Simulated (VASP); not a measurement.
Here is a VASP 6.6.1 calculation.

The input POSCAR:

```
BaS
1.0
    5.3813150886      0.0000000000      0.0000000000
   -2.6906575443      4.6603555725      0.0000000000
    0.0000000000      0.0000000000      6.3841780166
Ba S
2 2
Direct
    0.3333333333      0.6666666667      0.4365517913
    0.6666666667      0.3333333333      0.9365517913
    0.3333333333      0.6666666667     -0.0634168613
    0.6666666667      0.3333333333      0.4365831387
```

The input INCAR.step1:

```
SYSTEM = BaS
  ALGO = Normal
  EDIFF = 1E-4
  ENCUT = 520
  GGA = PE
  ISMEAR = 0
  LASPH = .TRUE.
  LCHARG = .FALSE.
  LREAL = .FALSE.
  LWAVE = .TRUE.
  NBANDS = 24
  NELM = 100
  PREC = Accurate
  SIGMA = 0.02
```

The input INCAR.step2:

```
SYSTEM = BaS
  ALGO = Normal
  EDIFF = 1E-6
  ENCUT = 520
  ISIF = 2
  ISMEAR = 0
  ISTART = 1
  LASPH = .TRUE.
  LCHARG = .FALSE.
  LMIXTAU = .TRUE.
  LREAL = .FALSE.
  LWAVE = .FALSE.
  METAGGA = R2SCAN
  NBANDS = 24
  NELM = 100
  PREC = Accurate
  SIGMA = 0.02
```

The input KPOINTS:

```
k-points
0
G
  6 6 4
  0 0 0
```

Potentials or basis: VASP PAW PBE potentials, release 64 (Ba_sv, S).

Launch:

```console
$ cat potpaw_PBE.64/Ba_sv/POTCAR potpaw_PBE.64/S/POTCAR > POTCAR
$ cp INCAR.step1 INCAR
$ mpirun -np 1 vasp_std > vasp.out
$ cp INCAR.step2 INCAR
$ mpirun -np 1 vasp_std > vasp.out
```

What does it give for the pressure?

0.4 GPa.

Predict the band gap on the k mesh.

2.82 eV (least direct gap 2.97 eV).

Stress tensor (GPa, compression positive):
```
0.42 0.00 0.00
0.00 0.42 0.00
0.00 0.00 0.49
```

Caveat: the PAW data sets were made with another functional, which shifts forces and pressure a little; spin-orbit coupling is left out, which moves the levels of the heavy elements. A k mesh can miss the band edges.
